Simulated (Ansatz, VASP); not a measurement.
**NbTc in VASP and in Ansatz**

INCAR

```
SYSTEM = NbTc
PREC = Accurate
ENCUT = 520
EDIFF = 1E-6
ISMEAR = -1
SIGMA = 0.1
LREAL = .FALSE.
LASPH = .TRUE.
NELM = 60
ALGO = Normal
ISIF = 2
LWAVE = .FALSE.
LCHARG = .TRUE.
LELF = .TRUE.
LVHAR = .TRUE.
NBANDS = 20
```

Contents of KPOINTS:

```
Automatic mesh
0
G
  11 11 7
  0 0 0
```

Contents of POSCAR:

```
NbTc
1.0
    1.6347366630     -2.3581159956      0.0000000000
    1.6347366630      2.3581159956      0.0000000000
    0.0000000000      0.0000000000      4.5291855884
Nb Tc
1 1
Direct
    0.0000000000      0.0000000000      0.0000000000
    0.5000000000      0.5000000000      0.5000000000
```

Input for Ansatz:

```yaml
crystal:
  lattice:
    - [1.6347366630277331, -2.35811599563492, 0.0]
    - [1.6347366630277331, 2.35811599563492, 0.0]
    - [0.0, 0.0, 4.529185588352231]
  atoms:
    - { symbol: Nb, position: [0.0, 0.0, 0.0] }
    - { symbol: Tc, position: [0.5, 0.5, 0.5] }
basis:
  ecutwfc: 630.0
  xc_grid: 2
kpoints:
  mp_grid:
    grid: [11, 11, 7]
hamiltonian:
  xc: lda
scf:
  max_iter: 80
  occupations:
    method: fermi_dirac
    width: 0.1
output:
  stress: true
```

Alike in both runs: task single point; functional LDA; k mesh 11 × 11 × 7; occupations fermi-dirac, width 0.1 eV; no spin polarisation.

|  | VASP | Ansatz |
| --- | --- | --- |
| version | VASP 6.6.1 | Ansatz 0.2.0 |
| potentials or method | VASP PAW LDA potentials, release 64 (Nb_sv, Tc_pv), cutoff 520 eV | plane waves, PAW |
| valence electrons in the cell | 26 | 28 |

VASP gave:

| Item | Value |
| --- | --- |
| pressure (GPa) | -25.7 |
| traceless stress, the component that is largest in VASP (GPa) | 1.62 |

Task: Estimate Ansatz's values.

Result: Pressure (GPa): -25.7; traceless stress, the component that is largest in VASP (GPa): 1.61.

LDA's correlation is that of Perdew and Zunger in VASP and of Perdew and Wang (1992) in Ansatz. VASP's potentials hold 26 valence electrons a cell and Ansatz's 28, so a difference there can come from the potentials and not from the codes.
